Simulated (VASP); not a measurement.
# SrAl3O2 (P6/mmm) in VASP: further runs

Runs on SrAl3O2. Level: PBE. Tasks: single point.

Program: VASP 6.6.1. These are calculated values, not measurements. Logs are shortened: lines on timing, memory, paths and dates and some standing lists are left out, and cuts for length are marked.

## Step 1: The cell of the first run

It takes space group P6/mmm (No. 191, hexagonal). The conventional cell has a = 5.646 Å, b = 5.646 Å, c = 3.310 Å, α = 90.00°, β = 90.00°, γ = 120.00°. Sr (site symmetry 6/mmm) has 6 O at 3.26 Å and 12 Al at 3.27 Å and 2 Sr at 3.31 Å within 4.3 Å. Al (site symmetry mmm) has 4 O at 2.32 Å and 4 Al at 2.82 Å within 3.1 Å. Within 3.1 Å of O (site symmetry -6m2) lie 6 Al at 2.32 Å.

The cell was generated, and may not be a known phase.

## Step 2: Single point, PBE

The input, INCAR:

```
SYSTEM = SrAl3O2
PREC     = Accurate       ! precision mode
ENCUT    = 520            ! plane-wave cutoff, eV
EDIFF    = 1E-7           ! SCF threshold, eV
ISMEAR   = 0              ! smearing method
SIGMA    = 0.1            ! smearing width, eV
LREAL    = .False.        ! projectors in reciprocal space
LASPH    = .True.         ! aspherical terms in the spheres
NELM     = 100            ! most SCF steps
ALGO     = Normal         ! electronic algorithm
ISIF     = 2              ! what is computed and relaxed
LWAVE    = .False.        ! write WAVECAR
LCHARG   = .True.         ! write CHGCAR
GGA      = PE             ! functional
LELF     = .True.         ! ELF
LVHAR    = .True.       
NBANDS   = 24             ! bands
```

The input, KPOINTS:

```
regular mesh
0
Gamma
  6 6 6
  0 0 0
```

The input, POSCAR:

```
SrAl3O2
1.0
    5.6456552600      0.0000000000      0.0000000000
   -2.8228276300      4.8892808800      0.0000000000
    0.0000000000      0.0000000000      3.3097759400
Sr Al O
1 3 2
Direct
    0.0000000000      0.0000000000      0.5000000000
    0.0000000000      0.5000000000      0.0000000000
    0.5000000000      0.5000000000      0.0000000000
    0.5000000000      0.0000000000      0.0000000000
    0.6666666700      0.3333333300      0.5000000000
    0.3333333300      0.6666666700      0.5000000000
```

Potentials or basis: VASP PAW PBE potentials, release 64 (Sr_sv, Al, O).

On the command line:

```console
$ cat potpaw_PBE.64/Sr_sv/POTCAR potpaw_PBE.64/Al/POTCAR potpaw_PBE.64/O/POTCAR > POTCAR
$ mpirun -np 1 vasp_std > vasp.out
```

OUTCAR:

```text
SYSTEM = SrAl3O2
   PREC = Accurate
   ENCUT = 520
   EDIFF = 1E-7
   ISMEAR = 0
   LREAL = .False.
   LASPH = .True.
   NELM = 100
   ISIF = 2
   GGA = PE

 ion  position               nearest neighbor table
   1  0.000  0.000  0.500-   5 3.26   6 3.26   5 3.26   6 3.26   5 3.26   6 3.26   4 3.27   4 3.27
                             4 3.27   4 3.27   2 3.27   2 3.27   2 3.27   2 3.27   3 3.27   3 3.27
   2  0.000  0.500  0.000-   5 2.32   6 2.32   5 2.32   6 2.32   3 2.82   3 2.82   4 2.82   4 2.82
                             1 3.27   1 3.27   1 3.27   1 3.27
   3  0.500  0.500  0.000-   5 2.32   6 2.32   5 2.32   6 2.32   2 2.82   2 2.82   4 2.82   4 2.82
                             1 3.27   1 3.27   1 3.27   1 3.27
   4  0.500  0.000  0.000-   5 2.32   6 2.32   5 2.32   6 2.32   2 2.82   3 2.82   3 2.82   2 2.82
                             1 3.27   1 3.27   1 3.27   1 3.27
   5  0.667  0.333  0.500-   2 2.32   2 2.32   4 2.32   4 2.32   3 2.32   3 2.32   1 3.26   1 3.26
                             1 3.26
   6  0.333  0.667  0.500-   2 2.32   2 2.32   4 2.32   4 2.32   3 2.32   3 2.32   1 3.26   1 3.26
                             1 3.26

  LATTYP: Found a hexagonal cell.
 ALAT       =     5.6456552600
 C/A-ratio  =     0.5862518676

  Lattice vectors:

 A1 = (   5.6456552600,   0.0000000000,   0.0000000000)
 A2 = (  -2.8228276300,   4.8892808800,   0.0000000000)
 A3 = (   0.0000000000,   0.0000000000,   3.3097759400)

Analysis of symmetry for initial positions (statically):
=====================================================================
 Subroutine PRICEL returns:
 Original cell was already a primitive cell.

 Routine SETGRP: Setting up the symmetry group for a
 hexagonal supercell.

 Subroutine GETGRP returns: Found 24 space group operations
 (whereof 24 operations were pure point group operations)
 out of a pool of 24 trial point group operations.

The static configuration has the point symmetry D_6h.

Analysis of symmetry for dynamics (positions and initial velocities):
=====================================================================
 Subroutine PRICEL returns:
 Original cell was already a primitive cell.

 Routine SETGRP: Setting up the symmetry group for a
 hexagonal supercell.

 Subroutine GETGRP returns: Found 24 space group operations
 (whereof 24 operations were pure point group operations)
 out of a pool of 24 trial point group operations.

The dynamic configuration has the point symmetry D_6h.

 Subroutine INISYM returns: Found 24 space group operations
 (whereof 24 operations are pure point group operations),
 and found     1 'primitive' translations

----------------------------------------------------------------------------------------

                                     Primitive cell

  volume of cell :      91.3604

  direct lattice vectors                    reciprocal lattice vectors
     5.645655260  0.000000000  0.000000000     0.177127358  0.102264528  0.000000000
    -2.822827630  4.889280880  0.000000000     0.000000000  0.204529055  0.000000000
     0.000000000  0.000000000  3.309775940     0.000000000  0.000000000  0.302135256

  length of vectors
     5.645655260  5.645655263  3.309775940     0.204529056  0.204529055  0.302135256

  position of ions in fractional coordinates (direct lattice)
     0.000000000  0.000000000  0.500000000
     1.000000000  0.500000000  0.000000000
     0.500000000  0.500000000  0.000000000
     0.500000000  0.000000000  0.000000000
     0.666666670  0.333333330  0.500000000
     0.333333330  0.666666670  0.500000000

  ion indices of the primitive-cell ions
   primitive index   ion index
                 1           1
                 2           2
                 3           3
                 4           4
                 5           5
                 6           6

----------------------------------------------------------------------------------------

 KPOINTS: regular mesh

Automatic generation of k-mesh.
 Grid dimensions read from file:
 generate k-points for:    6    6    6

 Generating k-lattice:

  Cartesian coordinates                     Fractional coordinates (reciprocal lattice)
     0.029521226  0.017044088  0.000000000     0.166666667 -0.000000000  0.000000000
     0.000000000  0.034088176  0.000000000     0.000000000  0.166666667  0.000000000
     0.000000000  0.000000000  0.050355876     0.000000000  0.000000000  0.166666667

  Length of vectors
     0.034088176  0.034088176  0.050355876

  Shift w.r.t. Gamma in fractional coordinates (k-lattice)
     0.000000000  0.000000000  0.000000000

 Subroutine IBZKPT returns following result:
 ===========================================

 Found     28 irreducible k-points:

 Following reciprocal coordinates:
            Coordinates               Weight
  0.000000  0.000000  0.000000      1.000000
  0.166667  0.000000  0.000000      6.000000
  0.333333  0.000000  0.000000      6.000000
  0.500000  0.000000  0.000000      3.000000
  0.166667  0.166667  0.000000      6.000000
  0.333333  0.166667  0.000000     12.000000
[... 16 lines left out ...]
  0.166667  0.000000  0.500000      6.000000
  0.333333  0.000000  0.500000      6.000000
 [... further k-points ...]
   k-points           NKPTS =     28   k-points in BZ     NKDIM =     28   number of bands    NBANDS=     24
   number of dos      NEDOS =    301   number of ions     NIONS =      6
   total plane-waves  NPLWV =  49392
   dimension x,y,z NGX =    42 NGY =   42 NGZ =   28
   dimension x,y,z NGXF=    84 NGYF=   84 NGZF=   56
   ions per type =               1   3   2
   NGX,Y,Z   is equivalent  to a cutoff of  12.37, 12.37, 14.06 a.u.
   NGXF,Y,Z  is equivalent  to a cutoff of  24.74, 24.74, 28.13 a.u.
 SYSTEM =  SrAl3O2
   PREC   = accura    normal or accurate (medium, high low for compatibility)
   ISTART =      0    job   : 0-new  1-cont  2-samecut
   ICHARG =      2    charge: 1-file 2-atom 10-const
   ISPIN  =      1    spin polarized calculation?
   LNONCOLLINEAR =      F non collinear calculations
   LSORBIT =      F    spin-orbit coupling
   LASPH  =      T    aspherical Exc in radial PAW
   ENCUT  =  520.0 eV  38.22 Ry    6.18 a.u.  10.50 10.50  6.15*2*pi/ulx,y,z
   NELM   =    100;   NELMIN=  2; NELMDL= -5     # of ELM steps
   EDIFF  = 0.1E-06   stopping-criterion for ELM
   LREAL  =      F    real-space projection
   EDIFFG = 0.1E-05   stopping-criterion for IOM
   NSW    =      0    number of steps for IOM
   IBRION =     -1    ionic relax: 0-MD 1-quasi-New 2-CG
   NFREE  =      0    steps in history (QN), initial steepest desc. (CG)
   ISIF   =      2    stress and relaxation
   ISYM   =      2    0-nonsym 1-usesym 2-fastsym
   POTIM  = 0.5000    time-step for ionic-motion
   TEBEG  =    0.0;   TEEND  =   0.0 temperature during run
   PSTRESS=    0.0 pullay stress
   NELECT =      31.0000    total number of electrons
   NUPDOWN=      -1.0000    fix difference up-down
   EMIN   =  10.00;   EMAX   =-10.00  energy-range for DOS
   EFERMI =   0.00;   METHOD = LEGACY
   ISMEAR =     0;   SIGMA  =   0.10  broadening in eV -4-tet -1-fermi 0-gaus
   EFERMI_NEDOS =   21; number of points for ismear=-14 and -15
   IALGO  =     38    algorithm
   IMIX   =      4    mixing-type and parameters
     AMIX     =   0.40;   BMIX     =  1.00
     AMIX_MAG =   1.60;   BMIX_MAG =  1.00
  volume/ion in A,a.u.               =      15.23       102.76
  Fermi-wavevector in a.u.,A,eV,Ry     =   1.141851  2.157785 17.739597  1.303824
  Thomas-Fermi vector in A             =   2.278550
   LORBIT       =      0    0 simple, 1 ext, 2 COOP (PROOUT), +10 PAW based schemes
   GGA     = PE    functional components
   LHFCALC =     F    Hartree Fock is set to
   AEXX    =    0.0000 exact exchange contribution
   IVDW    =     0    specifies the selected vdW correction
   LEPSILON=     F    determine dielectric tensor
   LRPA    =     F    only Hartree local field effects (RPA)
 non-spin polarized calculation
 Gauss-broadening in eV      SIGMA  =   0.10
  energy-cutoff  :      520.00
  volume of cell :       91.36
 maximum number of plane-waves:      2481
 NGX is ok and might be reduce to    42

 number of electron      31.0000010 magnetization

 Free energy of the ion-electron system (eV)
  ---------------------------------------------------
  ext. energy  EPLUGINS =         0.00000000
  ---------------------------------------------------
  free energy    TOTEN  =       -27.53407449 eV

  energy without entropy =      -27.52674153  energy(sigma->0) =      -27.53040801

 E-fermi :   6.8206     XC(G=0): -10.3071

 val. band max:        6.7661628034   @ k =   0.1667   0.0000   0.3333
 cond. band min:       6.8552708407   @ k =   0.1667   0.0000   0.5000
 fundamental gap:      0.0891080373
 Fermi energy:         6.8206127828

 k-point     1 :       0.0000    0.0000    0.0000
  band No.  band energies     occupation
      1     -28.5034      2.00000
      2     -13.1443      2.00000
      3     -12.6551      2.00000
      4     -10.7406      2.00000
      5     -10.7406      2.00000
      6     -10.0273      2.00000
[... 16 lines left out ...]
     23      12.7771      0.00000
     24      12.7771      0.00000

 k-point     2 :       0.1667    0.0000    0.0000
  band No.  band energies     occupation
      1     -28.5033      2.00000
      2     -13.1305      2.00000
      3     -12.6865      2.00000
      4     -10.7437      2.00000
      5     -10.7212      2.00000
      6     -10.0271      2.00000
[... 16 lines left out ...]
     23      11.7651      0.00000
     24      12.9819      0.00000

 k-point     3 :       0.3333    0.0000    0.0000
  band No.  band energies     occupation
      1     -28.5030      2.00000
      2     -13.0871      2.00000
      3     -12.7679      2.00000
      4     -10.7497      2.00000
      5     -10.6783      2.00000
      6     -10.0266      2.00000
[... 16 lines left out ...]
     23      11.6312      0.00000
     24      13.3625      0.00000
[... 514 lines left out ...]
 k-point    23 :       0.1667    0.0000    0.5000
  band No.  band energies     occupation
      1     -28.3939      2.00000
      2     -12.7426      2.00000
      3     -12.4236      2.00000
      4     -11.1053      2.00000
      5     -10.5712      2.00000
      6     -10.5534      2.00000
[... 16 lines left out ...]
     23      12.5784      0.00000
     24      12.6401      0.00000

 k-point    24 :       0.3333    0.0000    0.5000
  band No.  band energies     occupation
      1     -28.3938      2.00000
      2     -12.7136      2.00000
      3     -12.4816      2.00000
      4     -11.1003      2.00000
      5     -10.5743      2.00000
      6     -10.5190      2.00000
[... 16 lines left out ...]
     23      11.3845      0.00000
     24      11.8343      0.00000

 [... further k-points ...]
[... 5 lines left out ...]
  --------------------------------------------------------------------------------------
  -------------------------------------------------------------------------------------
  Total       -0.9559269     -0.9559269      5.1531716      0.0000000      0.0000000      0.0000000
  in kB      -16.7639876    -16.7639876     90.3706176      0.0000000      0.0000000      0.0000000
  external PRESSURE =      18.9475475 kB  Pullay stress =       0.0000000 kB

 VOLUME and BASIS-vectors are now :
 -----------------------------------------------------------------------------
  energy-cutoff  :      520.00
  volume of cell :       91.36
      direct lattice vectors                 reciprocal lattice vectors
     5.645655260  0.000000000  0.000000000     0.177127358  0.102264528  0.000000000
    -2.822827630  4.889280880  0.000000000     0.000000000  0.204529055  0.000000000
     0.000000000  0.000000000  3.309775940     0.000000000  0.000000000  0.302135256

 POSITION                                       TOTAL-FORCE (eV/Angst)
 -----------------------------------------------------------------------------------
      0.00000      0.00000      1.65489        -0.000000      0.000000      0.000000
     -1.41141      2.44464      0.00000        -0.000000      0.000000      0.000000
      1.41141      2.44464      0.00000        -0.000000      0.000000      0.000000
      2.82283      0.00000      0.00000        -0.000000      0.000000      0.000000
      2.82283      1.62976      1.65489         0.000000      0.000000      0.000000
     -0.00000      3.25952      1.65489        -0.000000      0.000000      0.000000
 -----------------------------------------------------------------------------------
    total drift:                                0.000000     -0.000000      0.000000

  FREE ENERGIE OF THE ION-ELECTRON SYSTEM (eV)
  ---------------------------------------------------
  free  energy   TOTEN  =       -27.5340744934 eV

  energy  without entropy=      -27.5267415299  energy(sigma->0) =      -27.53040801
```

Wall time 53 s (1 thread of Intel Xeon Platinum 8488C (Sapphire Rapids), shared host); peak memory 0.24 GiB.

Results:

- Free energy: -27.5341 eV
- Pressure: 1.9 GPa
- Band gap on the k mesh: zero (an odd number of electrons rules out a gap without spin polarisation)

Levels at points of the mesh, in eV from the Fermi level:
```tsv
k point	band 12	band 13	band 14	band 15	band 16	band 17	band 18	band 19
(0.00, 0.00, 0.00)	-5.39	-4.93	-0.22	0.06	0.06	0.81	0.81	1.05
(0.50, 0.00, 0.00)	-5.09	-3.54	-2.75	-1.98	0.12	1.10	2.35	2.53
(0.00, 0.00, 0.50)	-4.68	-2.16	-2.16	-1.31	-1.31	-0.74	-0.41	3.66
(0.50, 0.00, 0.50)	-4.59	-3.27	-2.38	-1.64	1.85	2.00	2.15	2.25
```

Caveat: the stress differs along the axes, from -2 to 9 GPa.

## Step 3: Single point, PBE

This run uses another cell than the first one, of the same volume but with other edges.

The input, INCAR:

```
SYSTEM = SrAl3O2
  PREC = Accurate
  ENCUT = 520
  EDIFF = 1E-6
  ISMEAR = 0
  SIGMA = 0.1
  LREAL = .FALSE.
  LASPH = .TRUE.
  NELM = 80
  ALGO = Normal
  ISIF = 2
  LWAVE = .FALSE.
  LCHARG = .FALSE.
  GGA = PE
  NBANDS = 24
```

The input, KPOINTS:

```
Automatic mesh
0
G
  12 12 12
  0 0 0
```

The input, POSCAR:

```
SrAl3O2
1.0
    5.3292894067      0.0000000000      0.0000000000
   -2.6646447034      4.6153000103      0.0000000000
    0.0000000000      0.0000000000      3.7090404507
Sr Al O
1 3 2
Direct
    0.0000000000      0.0000000000      0.5000000000
    0.0000000000      0.5000000000      0.0000000000
    0.5000000000      0.5000000000      0.0000000000
    0.5000000000      0.0000000000      0.0000000000
    0.6666666667      0.3333333333      0.5000000000
    0.3333333333      0.6666666667      0.5000000000
```

Potentials or basis: VASP PAW PBE potentials, release 64 (Sr_sv, Al, O).

On the command line:

```console
$ cat potpaw_PBE.64/Sr_sv/POTCAR potpaw_PBE.64/Al/POTCAR potpaw_PBE.64/O/POTCAR > POTCAR
$ mpirun -np 1 vasp_std > vasp.out
```

Run time: 2.3 min. Hardware: 1 thread of Intel Xeon Platinum 8488C (Sapphire Rapids), shared host; peak memory 0.4 GiB.

It converged, with:

```
Free energy            : -27.9095 eV
Pressure               : 0.1 GPa
Band gap on the k mesh : zero (an odd number of electrons rules out a gap without spin polarisation)
```

Levels at points of the mesh, in eV from the Fermi level:
| k point | band 13 | band 14 | band 15 | band 16 | band 17 | band 18 |
| --- | --- | --- | --- | --- | --- | --- |
| (0.00, 0.00, 0.00) | -4.22 | -1.42 | 0.20 | 0.20 | 1.10 | 1.19 |
| (0.50, 0.00, 0.00) | -3.57 | -3.22 | -1.93 | -0.14 | 2.07 | 3.04 |
| (0.00, 0.00, 0.50) | -2.13 | -2.13 | -1.14 | -1.14 | -1.07 | 0.19 |
| (0.50, 0.00, 0.50) | -3.35 | -2.67 | -1.34 | 1.46 | 2.43 | 2.58 |

The gap in the log of VASP goes by the Fermi energy; the results here count the filled bands.